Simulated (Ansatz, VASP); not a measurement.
LiF: VASP beside Ansatz

INCAR

```
PREC = Accurate ; ENCUT = 520
EDIFF = 1E-6 ; ISMEAR = 0
SIGMA = 0.05 ; LREAL = F
LASPH = T ; NELM = 80
ALGO = Normal ; ISIF = 2
LWAVE = F ; LCHARG = F
GGA = PE ; NBANDS = 12
```

Contents of KPOINTS:

```
Automatic mesh
0
Gamma
  10 10 10
```

POSCAR

```
LiF
1.0
    0.0000000000      1.8528800000      2.0140000000
    1.8528800000      0.0000000000      2.0140000000
    1.8528800000      1.8528800000      0.0000000000
Li F
1 1
Direct
    0.0000000000      0.0000000000      0.0000000000
    0.5000000000      0.5000000000      0.5000000000
```

Input for Ansatz:

```yaml
crystal:
  lattice:
    - [0.0, 1.85288, 2.014]
    - [1.85288, 0.0, 2.014]
    - [1.85288, 1.85288, 0.0]
  atoms:
    - { symbol: Li, position: [0.0, 0.0, 0.0] }
    - { symbol: F, position: [0.5, 0.5, 0.5] }
basis:
  ecutwfc: 420
kpoints:
  mp_grid: { grid: [10, 10, 10] }
hamiltonian:
  xc: pbe
scf:
  occupations: { method: gaussian, width: 0.05 }
output:
  forces: true
  stress: true
  eigenvalues: true
  write_density: true
  write_potential: true
  elf: true
  volumetric_format: npy
```

Change from the starting cell: strain -0.080 along x and y, +0.000 along z, atoms carried along.

Alike in both runs: task single point; functional PBE; k mesh 10 × 10 × 10; occupations gaussian, width 0.05 eV; no spin polarisation.

|  | VASP | Ansatz |
| --- | --- | --- |
| version | VASP 6.6.1 | Ansatz 0.2.0 |
| potentials or method | VASP PAW PBE potentials, release 64 (Li_sv, F), cutoff 520 eV | scalar-relativistic, plane waves, PAW |
| valence electrons in the cell | 10 | 10 |

```tsv
	VASP	Ansatz	Ansatz less VASP
gap on the k mesh at the Fermi level (eV)	10.58	10.58	+0.001
least direct gap on the mesh (eV)	10.58	10.58	+0.001
```

Noted on VASP's run: the cutoff is short for stress, so the pressure is rough.
